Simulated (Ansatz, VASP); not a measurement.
# Ge in VASP and in Ansatz

File INCAR:

```
  PREC = Accurate
  ENCUT = 520
  EDIFF = 1E-7
  ISMEAR = -1
  SIGMA = 0.02
  LREAL = False
  LASPH = True
  NELM = 100
  ALGO = Normal
  ISIF = 2
  LWAVE = False
  LCHARG = False
  GGA = PE
  NBANDS = 13
```

The input KPOINTS:

```
regular mesh
0
Gamma
  4 4 4
```

The input POSCAR:

```
Ge
1.0
    1.3971490000     -2.6005160000      0.0000000000
    1.3971490000      2.6005160000      0.0000000000
    0.0000000000      0.0000000000      2.6982310000
Ge
1
Direct
    0.5000000000      0.5000000000      0.0000000000
```

The input input.yaml:

```yaml
crystal:
  lattice:
    - [1.397149, -2.600516, 0.0]
    - [1.397149, 2.600516, 0.0]
    - [0.0, 0.0, 2.698231]
  atoms:
    - { symbol: Ge, position: [0.5, 0.5, 0.0] }
kpoints:
  mp_grid: { grid: [4, 4, 4] }
scf:
  occupations: { method: fermi_dirac, width: 0.02 }
hamiltonian:
  xc: pbe
  pseudopotentials: { kind: all_electron, lapw: { basis_error: 0.004 } }
output:
  forces: true
  stress: true
  eigenvalues: true
```

Alike in both runs: task single point; functional PBE; k mesh 4 × 4 × 4; occupations fermi-dirac, width 0.02 eV; no spin polarisation.

```csv
,VASP,Ansatz
version,VASP 6.6.1,Ansatz 0.2.0
potentials or method,"VASP PAW PBE potentials, release 64 (Ge_d), cutoff 520 eV","all-electron LAPW, scalar-relativistic"
```

Ansatz gave:

| Property | Result |
| --- | --- |
| gap on the k mesh at the Fermi level (eV) | none |
| pressure (GPa) | 1.2 |
| traceless stress, the component that is largest in VASP (GPa) | 11.07 |

Which values does VASP return?

gap on the k mesh at the Fermi level (eV): none; pressure (GPa): 1.2; traceless stress, the component that is largest in VASP (GPa): 11.08.

A gap of «none» marks a metal or a gap that the smearing closes. Ansatz ran all-electron here, and VASP with PAW potentials.

The k mesh is coarse, so the values compare programs but aren't converged. Noted on Ansatz's run: the k mesh is thin for a metal, which can move the energy by tens of meV per atom.
